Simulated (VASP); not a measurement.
# NdTl2P3 (P-6m2) in VASP: a series of runs

The runs below take NdTl2P3 through single point, with PBE.

All numbers are computed with VASP 6.6.1; they aren't measurements. Logs are shortened: lines on timing, memory, paths and dates and some standing lists are left out, and cuts for length are marked.

### Step 1. The cell of the first run

The structure is hexagonal, space group P-6m2 (No. 187). Conventional cell: a = 6.399 Å, b = 6.399 Å, c = 5.269 Å, α = 90.00°, β = 90.00°, γ = 120.00°. Within 3.9 Å of Nd (site symmetry -6m2) lie 6 P at 2.94 Å and 3 Tl at 3.69 Å. Within 4.3 Å of Tl (site symmetry -6m2) lie 6 P at 3.25 Å. Tl (site symmetry -6m2) has 6 P at 3.56 Å and 3 Nd at 3.69 Å and 6 Tl at 4.54 Å within 4.7 Å. P (site symmetry mm2) has 2 P at 2.25 Å and 2 Nd at 2.94 Å within 3.0 Å.

The cell was built from a structure type or drawn by symmetry, and may not be a known phase.

### Step 2. Single point, PBE

File INCAR:

```
PREC = Accurate ; ENCUT = 500
EDIFF = 1E-6 ; ISMEAR = 0
SIGMA = 0.2 ; LREAL = F
LASPH = T ; NELM = 200
ALGO = Normal ; ISIF = 2
LWAVE = F ; LCHARG = F
GGA = PE ; NBANDS = 35
GGA_COMPAT = F ; LMAXMIX = 6
```

File KPOINTS:

```
Automatic mesh
0
Gamma
  3 3 4
```

File POSCAR:

```
NdTl2P3
1.0
    6.3992038991      0.0000000000      0.0000000000
   -3.1996019496      5.5418731406      0.0000000000
    0.0000000000      0.0000000000      5.2689986146
Nd Tl P
1 2 3
Direct
    0.3333333333      0.6666666667      0.0000000000
    0.6666666667      0.3333333333      0.5000000000
    0.0000000000      0.0000000000      0.0000000000
    0.2163567317      0.7836432683      0.5000000000
    0.2163567317      0.4327134634      0.5000000000
    0.5672865366      0.7836432683      0.5000000000
```

Potentials or basis: VASP PAW PBE potentials, release 64 (Nd_3, Tl_d, P), 4f in core.

On the command line:

```
$ cat potpaw_PBE.64/Nd_3/POTCAR potpaw_PBE.64/Tl_d/POTCAR potpaw_PBE.64/P/POTCAR > POTCAR
$ mpirun -np 1 vasp_std > vasp.out
```

OUTCAR:

```text
PREC = Accurate
   ENCUT = 500
   EDIFF = 1E-6
   ISMEAR = 0
   LREAL = F
   LASPH = T
   NELM = 200
   ISIF = 2
   GGA = PE

 ion  position               nearest neighbor table
   1  0.333  0.667  0.000-   4 2.94   4 2.94   6 2.94   6 2.94   5 2.94   5 2.94   3 3.69   3 3.69
                             3 3.69
   2  0.667  0.333  0.500-   5 3.25   6 3.25   4 3.25   4 3.25   5 3.25   6 3.25
   3  0.000  0.000  0.000-   1 3.69   1 3.69   1 3.69
   4  0.216  0.784  0.500-   6 2.25   5 2.25   1 2.94   1 2.94   2 3.25   2 3.25
   5  0.216  0.433  0.500-   6 2.25   4 2.25   1 2.94   1 2.94   2 3.25   2 3.25
   6  0.567  0.784  0.500-   5 2.25   4 2.25   1 2.94   1 2.94   2 3.25   2 3.25

  LATTYP: Found a hexagonal cell.
 ALAT       =     6.3992038991
 C/A-ratio  =     0.8233834548

  Lattice vectors:

 A1 = (   6.3992038991,   0.0000000000,   0.0000000000)
 A2 = (  -3.1996019496,   5.5418731406,   0.0000000000)
 A3 = (   0.0000000000,   0.0000000000,   5.2689986146)

Analysis of symmetry for initial positions (statically):
=====================================================================
 Subroutine PRICEL returns:
 Original cell was already a primitive cell.

 Routine SETGRP: Setting up the symmetry group for a
 hexagonal supercell.

 Subroutine GETGRP returns: Found 12 space group operations
 (whereof 12 operations were pure point group operations)
 out of a pool of 24 trial point group operations.

The static configuration has the point symmetry D_3h.

Analysis of symmetry for dynamics (positions and initial velocities):
=====================================================================
 Subroutine PRICEL returns:
 Original cell was already a primitive cell.

 Routine SETGRP: Setting up the symmetry group for a
 hexagonal supercell.

 Subroutine GETGRP returns: Found 12 space group operations
 (whereof 12 operations were pure point group operations)
 out of a pool of 24 trial point group operations.

The dynamic configuration has the point symmetry D_3h.

 Subroutine INISYM returns: Found 12 space group operations
 (whereof 12 operations are pure point group operations),
 and found     1 'primitive' translations

----------------------------------------------------------------------------------------

                                     Primitive cell

  volume of cell :     186.8575

  direct lattice vectors                    reciprocal lattice vectors
     6.399203899  0.000000000  0.000000000     0.156269438  0.090222202  0.000000000
    -3.199601950  5.541873141  0.000000000     0.000000000  0.180444405  0.000000000
     0.000000000  0.000000000  5.268998615     0.000000000  0.000000000  0.189789384

  length of vectors
     6.399203899  6.399203899  5.268998615     0.180444405  0.180444405  0.189789384

  position of ions in fractional coordinates (direct lattice)
     0.333333333  0.666666667  0.000000000
     0.666666667  0.333333333  0.500000000
     0.000000000  0.000000000  0.000000000
     0.216356732  0.783643268  0.500000000
     0.216356732  0.432713463  0.500000000
     0.567286537  0.783643268  0.500000000

  ion indices of the primitive-cell ions
   primitive index   ion index
                 1           1
                 2           2
                 3           3
                 4           4
                 5           5
                 6           6

----------------------------------------------------------------------------------------

 KPOINTS: Automatic mesh

Automatic generation of k-mesh.
 Grid dimensions read from file:
 generate k-points for:    3    3    4

 Generating k-lattice:

  Cartesian coordinates                     Fractional coordinates (reciprocal lattice)
     0.052089813  0.030074067  0.000000000     0.333333333  0.000000000  0.000000000
     0.000000000  0.060148135  0.000000000     0.000000000  0.333333333  0.000000000
     0.000000000  0.000000000  0.047447346     0.000000000  0.000000000  0.250000000

  Length of vectors
     0.060148135  0.060148135  0.047447346

  Shift w.r.t. Gamma in fractional coordinates (k-lattice)
     0.000000000  0.000000000  0.000000000

 Subroutine IBZKPT returns following result:
 ===========================================

 Found      9 irreducible k-points:

 Following reciprocal coordinates:
            Coordinates               Weight
  0.000000  0.000000  0.000000      1.000000
  0.333333  0.000000  0.000000      6.000000
  0.333333  0.333333  0.000000      2.000000
  0.000000  0.000000  0.250000      2.000000
  0.333333  0.000000  0.250000     12.000000
  0.333333  0.333333  0.250000      4.000000
  0.000000  0.000000  0.500000      1.000000
  0.333333  0.000000  0.500000      6.000000
  0.333333  0.333333  0.500000      2.000000
   k-points           NKPTS =      9   k-points in BZ     NKDIM =      9   number of bands    NBANDS=     35
   number of dos      NEDOS =    301   number of ions     NIONS =      6
   total plane-waves  NPLWV =  92160
   dimension x,y,z NGX =    48 NGY =   48 NGZ =   40
   dimension x,y,z NGXF=    96 NGYF=   96 NGZF=   80
   ions per type =               1   2   3
   NGX,Y,Z   is equivalent  to a cutoff of  12.47, 12.47, 12.62 a.u.
   NGXF,Y,Z  is equivalent  to a cutoff of  24.94, 24.94, 25.24 a.u.
 SYSTEM =  unknown system
   PREC   = accura    normal or accurate (medium, high low for compatibility)
   ISTART =      0    job   : 0-new  1-cont  2-samecut
   ICHARG =      2    charge: 1-file 2-atom 10-const
   ISPIN  =      1    spin polarized calculation?
   LNONCOLLINEAR =      F non collinear calculations
   LSORBIT =      F    spin-orbit coupling
   LASPH  =      T    aspherical Exc in radial PAW
   ENCUT  =  500.0 eV  36.75 Ry    6.06 a.u.  11.67 11.67  9.61*2*pi/ulx,y,z
   NELM   =    200;   NELMIN=  2; NELMDL= -5     # of ELM steps
   EDIFF  = 0.1E-05   stopping-criterion for ELM
   LREAL  =      F    real-space projection
   EDIFFG = 0.1E-04   stopping-criterion for IOM
   NSW    =      0    number of steps for IOM
   IBRION =     -1    ionic relax: 0-MD 1-quasi-New 2-CG
   NFREE  =      0    steps in history (QN), initial steepest desc. (CG)
   ISIF   =      2    stress and relaxation
   ISYM   =      2    0-nonsym 1-usesym 2-fastsym
   POTIM  = 0.5000    time-step for ionic-motion
   TEBEG  =    0.0;   TEEND  =   0.0 temperature during run
   PSTRESS=    0.0 pullay stress
   NELECT =      52.0000    total number of electrons
   NUPDOWN=      -1.0000    fix difference up-down
   EMIN   =  10.00;   EMAX   =-10.00  energy-range for DOS
   EFERMI =   0.00;   METHOD = LEGACY
   ISMEAR =     0;   SIGMA  =   0.20  broadening in eV -4-tet -1-fermi 0-gaus
   EFERMI_NEDOS =   21; number of points for ismear=-14 and -15
   IALGO  =     38    algorithm
   IMIX   =      4    mixing-type and parameters
     AMIX     =   0.40;   BMIX     =  1.00
     AMIX_MAG =   1.60;   BMIX_MAG =  1.00
  volume/ion in A,a.u.               =      31.14       210.16
  Fermi-wavevector in a.u.,A,eV,Ry     =   1.068823  2.019782 15.543055  1.142382
  Thomas-Fermi vector in A             =   2.204483
   LORBIT       =      0    0 simple, 1 ext, 2 COOP (PROOUT), +10 PAW based schemes
   GGA     = PE    functional components
   LHFCALC =     F    Hartree Fock is set to
   AEXX    =    0.0000 exact exchange contribution
   IVDW    =     0    specifies the selected vdW correction
   LEPSILON=     F    determine dielectric tensor
   LRPA    =     F    only Hartree local field effects (RPA)
 non-spin polarized calculation
 Gauss-broadening in eV      SIGMA  =   0.20
  energy-cutoff  :      500.00
  volume of cell :      186.86
 maximum number of plane-waves:      4767
 NGX is ok and might be reduce to    48
   NGX = 23   NGY = 23   NGZ = 19

 number of electron      51.9999999 magnetization

 Free energy of the ion-electron system (eV)
  ---------------------------------------------------
  ext. energy  EPLUGINS =         0.00000000
  ---------------------------------------------------
  free energy    TOTEN  =       -26.23876558 eV

  energy without entropy =      -26.15901377  energy(sigma->0) =      -26.19888968

 E-fermi :   4.2926     XC(G=0):  -8.7593

 val. band max:        4.2086857718   @ k =   0.3333   0.0000   0.0000
 cond. band min:       4.3553009156   @ k =   0.0000   0.0000   0.5000
 fundamental gap:      0.1466151437
 Fermi energy:         4.2926109435

 k-point     1 :       0.0000    0.0000    0.0000
  band No.  band energies     occupation
      1     -34.3329      2.00000
      2     -15.5451      2.00000
      3     -15.5451      2.00000
      4     -15.5073      2.00000
      5     -10.1794      2.00000
      6      -7.6501      2.00000
[... 27 lines left out ...]
     34       7.7479      0.00000
     35       7.8495      0.00000

 k-point     2 :       0.3333    0.0000    0.0000
  band No.  band energies     occupation
      1     -34.3329      2.00000
      2     -15.5467      2.00000
      3     -15.5451      2.00000
      4     -15.5072      2.00000
      5     -10.1334      2.00000
      6      -7.6196      2.00000
[... 27 lines left out ...]
     34       7.4176      0.00000
     35       7.7914      0.00000

 k-point     3 :       0.3333    0.3333    0.0000
  band No.  band energies     occupation
      1     -34.3329      2.00000
      2     -15.5469      2.00000
      3     -15.5457      2.00000
      4     -15.5072      2.00000
      5     -10.1101      2.00000
      6      -7.6068      2.00000
[... 27 lines left out ...]
     34       7.0688      0.00000
     35       7.3972      0.00000
[... 153 lines left out ...]
 k-point     8 :       0.3333    0.0000    0.5000
  band No.  band energies     occupation
      1     -34.3319      2.00000
      2     -15.6946      2.00000
      3     -15.5378      2.00000
      4     -15.5364      2.00000
      5      -9.4411      2.00000
      6      -7.6252      2.00000
[... 27 lines left out ...]
     34       7.0661      0.00000
     35       7.3957      0.00000

 k-point     9 :       0.3333    0.3333    0.5000
  band No.  band energies     occupation
      1     -34.3318      2.00000
      2     -15.6942      2.00000
      3     -15.5381      2.00000
      4     -15.5368      2.00000
      5      -9.4174      2.00000
      6      -7.6057      2.00000
[... 27 lines left out ...]
     34       7.5949      0.00000
     35       7.7685      0.00000

------------------------ aborting loop because EDIFF is reached ----------------------------------------

  FORCE on cell =-STRESS in cart. coord.  units (eV):
  Direction    XX          YY          ZZ          XY          YZ          ZX
  --------------------------------------------------------------------------------------
  -------------------------------------------------------------------------------------
  Total       -0.5159089     -0.5159089      0.1669717      0.0000000     -0.0000000      0.0000000
  in kB       -4.4235712     -4.4235712      1.4316694      0.0000000     -0.0000000      0.0000000
  external PRESSURE =      -2.4718243 kB  Pullay stress =       0.0000000 kB

 VOLUME and BASIS-vectors are now :
 -----------------------------------------------------------------------------
  energy-cutoff  :      500.00
  volume of cell :      186.86
      direct lattice vectors                 reciprocal lattice vectors
     6.399203899  0.000000000  0.000000000     0.156269438  0.090222202  0.000000000
    -3.199601950  5.541873141  0.000000000     0.000000000  0.180444405  0.000000000
     0.000000000  0.000000000  5.268998615     0.000000000  0.000000000  0.189789384

 POSITION                                       TOTAL-FORCE (eV/Angst)
 -----------------------------------------------------------------------------------
     -0.00000      3.69458      0.00000        -0.000000      0.000000     -0.000000
      3.19960      1.84729      2.63450         0.000000      0.000000     -0.000000
      0.00000      0.00000      0.00000        -0.000000      0.000000     -0.000000
     -1.12284      4.34285      2.63450         0.082647     -0.047716     -0.000000
     -0.00000      2.39804      2.63450        -0.000000      0.095433      0.000000
      1.12284      4.34285      2.63450        -0.082647     -0.047716     -0.000000
 -----------------------------------------------------------------------------------
    total drift:                                0.000000     -0.000000      0.000000

  FREE ENERGIE OF THE ION-ELECTRON SYSTEM (eV)
  ---------------------------------------------------
  free  energy   TOTEN  =       -26.2387655819 eV

  energy  without entropy=      -26.1590137726  energy(sigma->0) =      -26.19888968
```

It took 28 s on 1 thread of Intel Xeon 6975P-C (Granite Rapids), shared host; peak memory 0.3 GiB.

Results:

```yaml
Free_energy: -26.2388 eV
Pressure: -0.2 GPa
Largest_force: 0.095 eV/Å
Band_gap_on_the_k_mesh: zero (bands 26 and 27 overlap by 0.93 eV)
```

Forces on the atoms (eV/Å):
```
Nd   0.000  0.000  0.000
Tl   0.000  0.000  0.000
Tl   0.000  0.000  0.000
P    0.083 -0.048  0.000
P    0.000  0.095  0.000
P   -0.083 -0.048  0.000
```

Levels at points of the mesh, in eV from the Fermi level:
| k point | band 22 | band 23 | band 24 | band 25 | band 26 | band 27 | band 28 | band 29 | band 30 | band 31 |
| --- | --- | --- | --- | --- | --- | --- | --- | --- | --- | --- |
| (0.00, 0.00, 0.00) | -3.80 | -3.19 | -2.42 | -2.42 | 0.60 | 0.60 | 1.36 | 1.61 | 2.00 | 2.00 |
| (0.00, 0.00, 0.50) | -4.15 | -4.00 | -1.86 | -1.86 | 0.06 | 0.51 | 0.51 | 1.71 | 1.71 | 2.13 |

Caveat: the k points lie up to 0.38 Å⁻¹ apart, too coarse for converged energies and pressures of a metal; spin-orbit coupling is left out, which moves the levels of the heavy elements; the 4f electrons are frozen in the core, so they carry no moment and show no levels.

### Step 3. Single point, PBE

File INCAR:

```
PREC     = Accurate       # precision mode
ENCUT    = 500            # plane-wave cutoff, eV
EDIFF    = 1E-6           # SCF threshold, eV
ISMEAR   = 0              # smearing method
SIGMA    = 0.1            # smearing width, eV
LREAL    = False          # projectors in reciprocal space
LASPH    = True           # aspherical terms in the spheres
NELM     = 200            # most SCF steps
ALGO     = Normal         # electronic algorithm
ISIF     = 2              # what is computed and relaxed
LWAVE    = False          # write WAVECAR
LCHARG   = True           # write CHGCAR
GGA      = PE             # functional
LELF     = True           # ELF
LVHAR    = True         
NBANDS   = 35             # bands
GGA_COMPAT= False        
LMAXMIX  = 6              # l up to which the mixer works
```

KPOINTS is that of step 2.

POSCAR is that of step 2.

Potentials or basis: VASP PAW PBE potentials, release 64 (Nd_3, Tl_d, P), 4f in core.

On the command line:

```
$ cat potpaw_PBE.64/Nd_3/POTCAR potpaw_PBE.64/Tl_d/POTCAR potpaw_PBE.64/P/POTCAR > POTCAR
$ mpirun -np 1 vasp_std > vasp.out
```

Run time: 28 s. Hardware: 1 thread of Intel Xeon 6975P-C (Granite Rapids), shared host; peak memory 0.31 GiB.

The run converged. Its results:

| Property | Result |
| --- | --- |
| Free energy | -26.2096 eV |
| Pressure | -0.3 GPa |
| Largest force | 0.103 eV/Å |
| Band gap on the k mesh | zero (bands 26 and 27 overlap by 0.94 eV) |

Forces on the atoms (eV/Å):
```
Nd   0.000  0.000  0.000
Tl   0.000  0.000  0.000
Tl   0.000  0.000  0.000
P    0.089 -0.051  0.000
P    0.000  0.103  0.000
P   -0.089 -0.051  0.000
```

Stress tensor (GPa, compression positive):
```
-0.44  0.00  0.00
 0.00 -0.44  0.00
 0.00  0.00  0.14
```

Levels at points of the mesh, in eV from the Fermi level:
```
           k point  band 22  band 23  band 24  band 25  band 26  band 27  band 28  band 29  band 30  band 31
(0.00, 0.00, 0.00)    -3.84    -3.22    -2.46    -2.46     0.57     0.57     1.33     1.57     1.97     1.97
(0.00, 0.00, 0.50)    -4.18    -4.03    -1.89    -1.89     0.03     0.48     0.48     1.67     1.67     2.10
```

Caveat: the k points lie up to 0.38 Å⁻¹ apart, too coarse for converged energies and pressures of a metal; spin-orbit coupling is left out, which moves the levels of the heavy elements; the 4f electrons are frozen in the core, so they carry no moment and show no levels.
